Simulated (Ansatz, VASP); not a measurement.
MoS2: VASP beside Ansatz

Contents of INCAR:

```
PREC = Accurate ; ENCUT = 520
EDIFF = 1E-7 ; ISMEAR = -1
SIGMA = 0.02 ; LREAL = False
LASPH = True ; NELM = 80
ALGO = Normal ; ISIF = 2
LWAVE = False ; LCHARG = True
GGA = PE ; LELF = True
LVHAR = True ; NBANDS = 35
```

Contents of KPOINTS:

```
regular mesh
0
Gamma
  12 12 2
```

Contents of POSCAR:

```
MoS2
1.0
    3.0460991321      0.0000000000      0.0000000000
   -1.5230495661      2.6379992309      0.0000000000
    0.0000000000      0.0000000000     11.9384601209
Mo S
2 4
Direct
    0.3333333333      0.6666666667      0.2500000000
    0.6666666667      0.3333333333      0.7500000000
    0.6666666667      0.3333333333      0.3831236221
    0.6666666667      0.3333333333      0.1168763779
    0.3333333333      0.6666666667      0.8831236221
    0.3333333333      0.6666666667      0.6168763779
```

Input for Ansatz:

```yaml
crystal:
  lattice:
    - [3.0460991321, 0.0, 0.0]
    - [-1.5230495661, 2.6379992309, 0.0]
    - [0.0, 0.0, 11.9384601209]
  atoms:
    - { symbol: Mo, position: [0.3333333333, 0.6666666667, 0.25] }
    - { symbol: Mo, position: [0.6666666667, 0.3333333333, 0.75] }
    - { symbol: S, position: [0.6666666667, 0.3333333333, 0.3831236221] }
    - { symbol: S, position: [0.6666666667, 0.3333333333, 0.1168763779] }
    - { symbol: S, position: [0.3333333333, 0.6666666667, 0.8831236221] }
    - { symbol: S, position: [0.3333333333, 0.6666666667, 0.6168763779] }
kpoints:
  mp_grid: { grid: [12, 12, 2] }
  band_path:
    path:
      - [0.0, 0.0, 0.0]
      - [0.5, 0.0, 0.0]
      - [0.3333333333, 0.3333333333, 0.0]
      - [0.0, 0.0, 0.5]
      - [0.5, 0.0, 0.5]
      - [0.3333333333, 0.3333333333, 0.5]
      - [0.179688, 0.182292, 0.0]
    npoints: 1
hamiltonian:
  xc: pbe
scf:
  occupations: { method: fermi_dirac, width: 0.02 }
  n_extra_bands: 5
output:
  forces: true
  stress: true
  eigenvalues: true
```

Change from the starting cell: hydrostatic strain -4.0%.

Alike in both runs: task single point; functional PBE; k mesh 12 × 12 × 2; occupations fermi-dirac, width 0.02 eV; no spin polarisation.

```csv
,VASP,Ansatz
version,VASP 6.6.1,Ansatz 0.2.0
potentials or method,"VASP PAW PBE potentials, release 64 (Mo_sv, S)","plane waves, PAW"
plane-wave cutoff (eV),520,420
valence electrons in the cell,52,52
```

|  | VASP | Ansatz | Ansatz less VASP |
| --- | --- | --- | --- |
| pressure (GPa) | 13.8 | 14.0 | +0.16 |
| traceless stress, the component that is largest in VASP (GPa) | -5.31 | -5.25 | +0.055 |
| rms of the force components (eV/Å) | 0.077 | 0.086 | +0.0083 |

Atom by atom the forces differ by 0.008 eV/Å (rms over components). With one functional, cell and mesh, what is left measures potentials, basis and numerics.
